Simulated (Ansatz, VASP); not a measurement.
Two plane-wave programs on TiGe6Mo2

```
Ti Ge Mo
1.0
     0.00000    4.16692    7.10433
     2.37857    0.00000    7.10433
     2.37857    4.16692    0.00000
Ti Ge Mo
1 6 2
Direct
  0.00000 0.00000 0.00000
  0.66178 0.33822 0.66178
  0.99434 0.67046 0.32954
  0.32954 0.00566 0.99434
  0.33822 0.66178 0.33822
  0.67046 0.99434 0.00566
  0.00566 0.32954 0.67046
  0.33361 0.33361 0.66639
  0.66639 0.66639 0.33361
```

Alike in both runs: functional PBE; k mesh 4 × 4 × 4; occupations gaussian, width 0.1 eV; no spin polarisation.

Ansatz relaxed the structure, and its values are those at the end. VASP's run is a single point on that final structure, the one shown.

|  | VASP | Ansatz |
| --- | --- | --- |
| version | VASP 6.6.1 | Ansatz 0.2.0 |
| potentials or method | VASP PAW PBE potentials, release 64 (Ti_sv, Ge_d, Mo_sv), cutoff 520 eV | scalar-relativistic, plane waves, PAW |
| valence electrons in the cell | 124 | 124 |

|  | VASP | Ansatz | Ansatz less VASP |
| --- | --- | --- | --- |
| gap on the k mesh at the Fermi level (eV) | none | none | - |
| pressure (GPa) | 0.3 | 0.0 | -0.26 |
| rms of the force components (eV/Å) | 0.012 | 0.010 | -0.0019 |

A gap of «none» marks a metal or a gap that the smearing closes.

The k mesh is coarse, so the values compare programs but aren't converged.
